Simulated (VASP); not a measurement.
# Mg3ZnTe4 in VASP: notebook, part 2 of 2

VASP 6.6.1.

**4. Single point, PBE**

This run uses another cell than the first one, of 33.23 Å³/atom.

Contents of INCAR:

```
  PREC = Accurate
  ENCUT = 520
  EDIFF = 1E-7
  ISMEAR = 0
  SIGMA = 0.02
  LREAL = False
  LASPH = True
  NELM = 60
  ALGO = Normal
  ISIF = 2
  LWAVE = False
  LCHARG = False
  GGA = PE
  NBANDS = 31
```

Contents of KPOINTS:

```
regular mesh
0
Gamma
  6 6 2
```

Contents of POSCAR:

```
Mg3ZnTe4
1.0
    4.5375217717      0.0000000000      0.0000000000
   -2.2687608858      3.9296091245      0.0000000000
    0.0000000000      0.0000000000     14.9108318000
Mg Zn Te
3 1 4
Direct
    0.6666666667      0.3333333333      0.0049170000
    0.6666666667      0.3333333333      0.4954430000
    0.0000000000      0.0000000000      0.7502890000
    0.0000000000      0.0000000000      0.2503810000
    0.6666666667      0.3333333333      0.1947550000
    0.6666666667      0.3333333333      0.6844970000
    0.0000000000      0.0000000000      0.4304960000
    0.0000000000      0.0000000000      0.9392220000
```

Command:

```
$ cat potpaw_PBE.64/Mg/POTCAR potpaw_PBE.64/Zn/POTCAR potpaw_PBE.64/Te/POTCAR > POTCAR
$ mpirun -np 1 vasp_std > vasp.out
```

Wall time 2.8 min (1 thread of Intel Xeon Platinum 8375C at 2.90GHz (Ice Lake), shared host); peak memory 0.44 GiB.

It converged, with:

| Quantity | Value |
| --- | --- |
| Free energy | -24.2922 eV |
| Pressure | 0.0 GPa |
| Largest force | 0.011 eV/Å |
| Band gap on the k mesh | 1.47 eV |

Forces in eV/Å, atoms in the order of the input:
```
Mg   0.000  0.000  0.001
Mg   0.000  0.000  0.001
Mg   0.000  0.000 -0.001
Zn   0.000  0.000 -0.003
Te   0.000  0.000 -0.010
Te   0.000  0.000  0.001
Te   0.000  0.000  0.011
Te   0.000  0.000  0.000
```

Levels at points of the mesh, in eV from the valence-band top:
| k point | band 19 | band 20 | band 21 | band 22 | band 23 | band 24 |
| --- | --- | --- | --- | --- | --- | --- |
| (0.00, 0.00, 0.00) | -0.09 | 0.00 | 0.00 | 1.47 | 2.56 | 3.15 |
| (0.50, 0.00, 0.00) | -0.99 | -0.97 | -0.56 | 2.41 | 3.05 | 3.07 |
| (0.00, 0.00, 0.50) | -0.22 | -0.03 | -0.03 | 1.68 | 3.00 | 3.07 |
| (0.50, 0.00, 0.50) | -0.90 | -0.77 | -0.66 | 2.38 | 3.02 | 3.07 |

Caveat: spin-orbit coupling is left out, which moves the levels of the heavy elements. A k mesh can miss the band edges.

**5. Single point, LDA**

This run uses another cell than the first one, of 33.23 Å³/atom.

Contents of INCAR:

```
SYSTEM = Mg3ZnTe4
ALGO = Normal
EDIFF = 1E-6
ENCUT = 520
GGA = CA
ISIF = 2
ISMEAR = 0
LASPH = .TRUE.
LCHARG = .FALSE.
LREAL = .FALSE.
LWAVE = .FALSE.
NBANDS = 31
NELM = 100
PREC = Accurate
SIGMA = 0.02
```

Contents of KPOINTS:

```
k-points
0
G
  6 6 2
  0 0 0
```

POSCAR is that of step 4.

Potentials or basis: VASP PAW LDA potentials, release 64 (Mg, Zn, Te).

Command:

```
$ cat potpaw_LDA.64/Mg/POTCAR potpaw_LDA.64/Zn/POTCAR potpaw_LDA.64/Te/POTCAR > POTCAR
$ mpirun -np 1 vasp_std > vasp.out
```

OUTCAR:

```text
SYSTEM = Mg3ZnTe4
   EDIFF = 1E-6
   ENCUT = 520
   GGA = CA
   ISIF = 2
   ISMEAR = 0
   LASPH = .TRUE.
   LREAL = .FALSE.
   NELM = 100
   PREC = Accurate

 ion  position               nearest neighbor table
   1  0.667  0.333  0.005-   8 2.80   8 2.80   8 2.80   5 2.83
   2  0.667  0.333  0.495-   7 2.79   7 2.79   7 2.79   6 2.82
   3  0.000  0.000  0.750-   6 2.80   6 2.80   6 2.80   8 2.82
   4  0.000  0.000  0.250-   7 2.69   5 2.75   5 2.75   5 2.75
   5  0.667  0.333  0.195-   4 2.75   4 2.75   4 2.75   1 2.83
   6  0.667  0.333  0.684-   3 2.80   3 2.80   3 2.80   2 2.82
   7  0.000  0.000  0.430-   4 2.69   2 2.79   2 2.79   2 2.79
   8  0.000  0.000  0.939-   1 2.80   1 2.80   1 2.80   3 2.82

  LATTYP: Found a hexagonal cell.
 ALAT       =     4.5375217717
 C/A-ratio  =     3.2861179627

  Lattice vectors:

 A1 = (   4.5375217717,   0.0000000000,   0.0000000000)
 A2 = (  -2.2687608858,   3.9296091245,   0.0000000000)
 A3 = (   0.0000000000,   0.0000000000,  14.9108318000)
[... 180 lines left out ...]
 cond. band min:       3.1764462477   @ k =   0.0000   0.0000   0.0000
 fundamental gap:      1.3073791841
 Fermi energy:         1.9995636722

 k-point     1 :       0.0000    0.0000    0.0000
  band No.  band energies     occupation
      1      -8.7813      2.00000
      2      -8.4228      2.00000
      3      -8.3474      2.00000
      4      -8.0642      2.00000
      5      -4.5434      2.00000
      6      -4.5434      2.00000
[... 465 lines left out ...]
     30       8.0150      0.00000
     31       8.1141      0.00000

------------------------ aborting loop because EDIFF is reached ----------------------------------------

  FORCE on cell =-STRESS in cart. coord.  units (eV):
  Direction    XX          YY          ZZ          XY          YZ          ZX
  --------------------------------------------------------------------------------------
  -------------------------------------------------------------------------------------
  Total       -4.3444773     -4.3444773     -4.4143345     -0.0000000      0.0000000     -0.0000000
  in kB      -26.1805139    -26.1805139    -26.6014847     -0.0000000      0.0000000     -0.0000000
  external PRESSURE =     -26.3208375 kB  Pullay stress =       0.0000000 kB

 VOLUME and BASIS-vectors are now :
 -----------------------------------------------------------------------------
  energy-cutoff  :      520.00
  volume of cell :      265.87
      direct lattice vectors                 reciprocal lattice vectors
     4.537521772  0.000000000  0.000000000     0.220384617  0.127239118  0.000000000
    -2.268760886  3.929609125  0.000000000     0.000000000  0.254478236  0.000000000
     0.000000000  0.000000000 14.910831800     0.000000000  0.000000000  0.067065340

 POSITION                                       TOTAL-FORCE (eV/Angst)
 -----------------------------------------------------------------------------------
      2.26876      1.30987      0.07332        -0.000000      0.000000     -0.008369
      2.26876      1.30987      7.38747        -0.000000      0.000000     -0.029654
      0.00000      0.00000     11.18743        -0.000000      0.000000     -0.012579
      0.00000      0.00000      3.73339        -0.000000      0.000000      0.054771
      2.26876      1.30987      2.90396         0.000000     -0.000000      0.102519
      2.26876      1.30987     10.20642         0.000000      0.000000      0.012605
      0.00000      0.00000      6.41905        -0.000000     -0.000000     -0.130888
      0.00000      0.00000     14.00458        -0.000000      0.000000      0.011594
 -----------------------------------------------------------------------------------
    total drift:                                0.000000     -0.000000     -0.000169

  FREE ENERGIE OF THE ION-ELECTRON SYSTEM (eV)
  ---------------------------------------------------
  free  energy   TOTEN  =       -28.0955233995 eV

  energy  without entropy=      -28.0955233995  energy(sigma->0) =      -28.09552340
```

stdout:

```text
POSCAR found type information on POSCAR MgZnTe
 POSCAR found :  3 types and       8 ions
 scaLAPACK will be used
 LDA part: xc-table for (Slater(with rela. corr.)+CA(PZ))
 , standard interpolation
 POSCAR, INCAR and KPOINTS ok, starting setup
 FFT: planning ... GRIDC
 FFT: planning ... GRID_SOFT
 FFT: planning ... GRID
 WAVECAR not read
 entering main loop
```

Wall time 2.2 min (1 thread of Intel Xeon Platinum 8375C at 2.90GHz (Ice Lake), shared host); peak memory 0.36 GiB.

Results:

```
Free energy            : -28.0955 eV
Pressure               : -2.6 GPa
Largest force          : 0.131 eV/Å
Band gap on the k mesh : 1.31 eV
```

Forces on the atoms (eV/Å):
```
Mg   0.000  0.000 -0.008
Mg   0.000  0.000 -0.030
Mg   0.000  0.000 -0.013
Zn   0.000  0.000  0.055
Te   0.000  0.000  0.103
Te   0.000  0.000  0.013
Te   0.000  0.000 -0.131
Te   0.000  0.000  0.012
```

Levels at points of the mesh, in eV from the valence-band top:
```csv
k point,band 17,band 18,band 19,band 20,band 21,band 22,band 23,band 24,band 25,band 26
"(0.00, 0.00, 0.00)",-0.30,-0.30,-0.09,0.00,0.00,1.31,2.39,3.00,3.24,4.80
"(0.50, 0.00, 0.00)",-1.16,-1.09,-1.00,-0.97,-0.56,2.28,2.91,2.94,3.46,3.88
"(0.00, 0.00, 0.50)",-0.49,-0.21,-0.21,-0.03,-0.03,1.54,2.83,2.91,2.96,4.79
"(0.50, 0.00, 0.50)",-1.23,-0.99,-0.91,-0.77,-0.65,2.25,2.88,2.93,3.08,4.28
```

Caveat: spin-orbit coupling is left out, which moves the levels of the heavy elements. A k mesh can miss the band edges.

**6. Single point, r2SCAN**

This run uses another cell than the first one, of 33.23 Å³/atom.

POSCAR is that of step 5.

Contents of INCAR.step1:

```
PREC     = Accurate       # precision mode
ENCUT    = 520            # plane-wave cutoff, eV
ISMEAR   = 0              # smearing method
SIGMA    = 0.02           # smearing width, eV
LREAL    = F              # projectors in reciprocal space
LASPH    = T              # aspherical terms in the spheres
NELM     = 80             # most SCF steps
NBANDS   = 31             # bands
GGA      = PE             # functional
ALGO     = Normal         # electronic algorithm
EDIFF    = 1E-4           # SCF threshold, eV
LWAVE    = T              # write WAVECAR
LCHARG   = F              # write CHGCAR
```

Contents of INCAR.step2:

```
PREC     = Accurate       # precision mode
ENCUT    = 520            # plane-wave cutoff, eV
EDIFF    = 1E-6           # SCF threshold, eV
ISMEAR   = 0              # smearing method
SIGMA    = 0.02           # smearing width, eV
LREAL    = F              # projectors in reciprocal space
LASPH    = T              # aspherical terms in the spheres
NELM     = 80             # most SCF steps
ALGO     = Normal         # electronic algorithm
ISIF     = 2              # what is computed and relaxed
LWAVE    = F              # write WAVECAR
LCHARG   = F              # write CHGCAR
METAGGA  = R2SCAN         # meta-GGA
LMIXTAU  = T            
NBANDS   = 31             # bands
ISTART   = 1
```

Contents of KPOINTS:

```
Automatic mesh
0
Gamma
  6 6 2
```

Potentials or basis: VASP PAW PBE potentials, release 64 (Mg, Zn, Te).

Command:

```
$ cat potpaw_PBE.64/Mg/POTCAR potpaw_PBE.64/Zn/POTCAR potpaw_PBE.64/Te/POTCAR > POTCAR
$ cp INCAR.step1 INCAR
$ mpirun -np 1 vasp_std > vasp.out
$ cp INCAR.step2 INCAR
$ mpirun -np 1 vasp_std > vasp.out
```

It took 9.9 min on 1 thread of Intel Xeon Platinum 8375C at 2.90GHz (Ice Lake), shared host; peak memory 0.47 GiB.

It converged, with:

| Property | Result |
| --- | --- |
| Free energy | -130.3455 eV |
| Pressure | -0.9 GPa |
| Largest force | 0.031 eV/Å |
| Band gap on the k mesh | 1.97 eV |

Forces in eV/Å, atoms in the order of the input:
```
Mg   0.000  0.000  0.002
Mg   0.000  0.000 -0.008
Mg   0.000  0.000 -0.001
Zn   0.000  0.000  0.005
Te   0.000  0.000  0.012
Te   0.000  0.000  0.009
Te   0.000  0.000 -0.031
Te   0.000  0.000  0.012
```

Levels at points of the mesh, in eV from the valence-band top:
```csv
k point,band 18,band 19,band 20,band 21,band 22,band 23,band 24,band 25
"(0.00, 0.00, 0.00)",-0.33,-0.10,0.00,0.00,1.97,3.18,3.74,4.00
"(0.50, 0.00, 0.00)",-1.12,-1.01,-1.00,-0.58,2.78,3.50,3.51,4.09
"(0.00, 0.00, 0.50)",-0.24,-0.24,-0.02,-0.02,2.13,3.62,3.67,3.73
"(0.50, 0.00, 0.50)",-1.02,-0.91,-0.80,-0.67,2.75,3.48,3.50,3.65
```

Caveat: the PAW data sets were made with another functional, which shifts forces and pressure a little; spin-orbit coupling is left out, which moves the levels of the heavy elements.

**7. Summary**

```csv
level,potentials or basis,cell,k mesh,smearing,gap on the mesh (eV),pressure (GPa),largest force (eV/Å)
PBE,"VASP PAW PBE potentials, release 64 (Mg, Zn, Te)","a = 4.583, b = 4.584, c = 14.745 Å, angles 90.0, 90.0, 120.0°, 8 atoms, atomic positions A",3 × 3 × 1,gaussian 0.1 eV,1.42,0.0,0.01
PBE,"VASP PAW PBE potentials, release 64 (Mg, Zn, Te)","a = 4.538, b = 4.538, c = 14.911 Å, angles 90.0, 90.0, 120.0°, 8 atoms, atomic positions B",6 × 6 × 2,gaussian 0.1 eV,1.47,0.0,0.01
PBE,"VASP PAW PBE potentials, release 64 (Mg, Zn, Te)","a = 4.538, b = 4.538, c = 14.911 Å, angles 90.0, 90.0, 120.0°, 8 atoms, atomic positions B",6 × 6 × 2,gaussian 0.02 eV,1.47,0.0,0.01
LDA,"VASP PAW LDA potentials, release 64 (Mg, Zn, Te)","a = 4.538, b = 4.538, c = 14.911 Å, angles 90.0, 90.0, 120.0°, 8 atoms, atomic positions B",6 × 6 × 2,gaussian 0.02 eV,1.31,-2.6,0.13
r2SCAN,"VASP PAW PBE potentials, release 64 (Mg, Zn, Te)","a = 4.538, b = 4.538, c = 14.911 Å, angles 90.0, 90.0, 120.0°, 8 atoms, atomic positions B",6 × 6 × 2,gaussian 0.02 eV,1.97,-0.9,0.03
```

Alike in all rows: task single point; no spin polarisation; cutoff (eV) 520.

Caveats: some runs use coarse meshes; spin-orbit coupling is left out, which moves the levels of the heavy elements; the PAW data sets were made with another functional, which shifts forces and pressure a little (at least some runs).

Absolute energies hang on the potentials; compare differences alone.
